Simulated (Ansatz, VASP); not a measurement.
## NaCl: VASP beside Ansatz

The input INCAR:

```
SYSTEM = NaCl
  PREC = Accurate
  ENCUT = 500
  EDIFF = 1E-6
  ISMEAR = 0
  SIGMA = 0.1
  LREAL = .False.
  LASPH = .True.
  NELM = 200
  ALGO = Normal
  ISIF = 2
  LWAVE = .False.
  LCHARG = .True.
  LDAU = .True.
  LDAUTYPE = 2
  LDAUL = -1 1
  LDAUU = 0 3
  LDAUJ = 0 0
  LDAUPRINT = 1
  GGA = PE
  LELF = .True.
  LVHAR = .True.
  NBANDS = 14
  GGA_COMPAT = .False.
```

KPOINTS

```
regular mesh
0
Gamma
  4 4 4
  0 0 0
```

POSCAR

```
NaCl
1.0
    3.5021900000      0.0000000000      0.0000000000
    0.0000000000      3.5021900000      0.0000000000
    0.0000000000      0.0000000000      3.5021900000
Na Cl
1 1
Direct
    0.0000000000      0.0000000000      0.0000000000
    0.5000000000      0.5000000000      0.5000000000
```

Input for Ansatz:

```yaml
crystal:
  lattice:
    - [3.50219, 0.0, 0.0]
    - [0.0, 3.50219, 0.0]
    - [0.0, 0.0, 3.50219]
  atoms:
    - { symbol: Na, position: [0.0, 0.0, 0.0] }
    - { symbol: Cl, position: [0.5, 0.5, 0.5] }
basis:
  ecutwfc: 420
kpoints:
  mp_grid: { grid: [4, 4, 4] }
hamiltonian:
  xc: pbe
  hubbard: { sites: [{ species: Cl, l: p, u_eff: 3.0 }] }
scf:
  occupations: { method: gaussian, width: 0.1 }
  mixing: { ndim: 20 }
  initial_density: { chi_scale: 0, normalization: atom }
  max_iter: 64
output:
  forces: true
  stress: true
  eigenvalues: true
```

Alike in both runs: task single point; functional PBE; k mesh 4 × 4 × 4; occupations gaussian, width 0.1 eV; no spin polarisation; Hubbard terms Cl p U = 3.0 eV.

|  | VASP | Ansatz |
| --- | --- | --- |
| version | VASP 6.6.1 | Ansatz 0.2.0 |
| potentials or method | VASP PAW PBE potentials, release 64 (Na_pv, Cl), cutoff 500 eV | scalar-relativistic, plane waves, PAW |
| valence electrons in the cell | 14 | 16 |

|  | VASP | Ansatz | Ansatz less VASP |
| --- | --- | --- | --- |
| gap on the k mesh at the Fermi level (eV) | 4.13 | 5.22 | +1.088 |
| least direct gap on the mesh (eV) | 4.61 | 5.72 | +1.105 |
| pressure (GPa) | -0.1 | 0.2 | +0.30 |

The programs project onto different local orbitals, so the same U acts differently, and such runs can settle in different states. VASP's potentials hold 14 valence electrons a cell and Ansatz's 16, so a difference there can come from the potentials and not from the codes.

The k mesh is coarse, so the values compare programs but aren't converged.
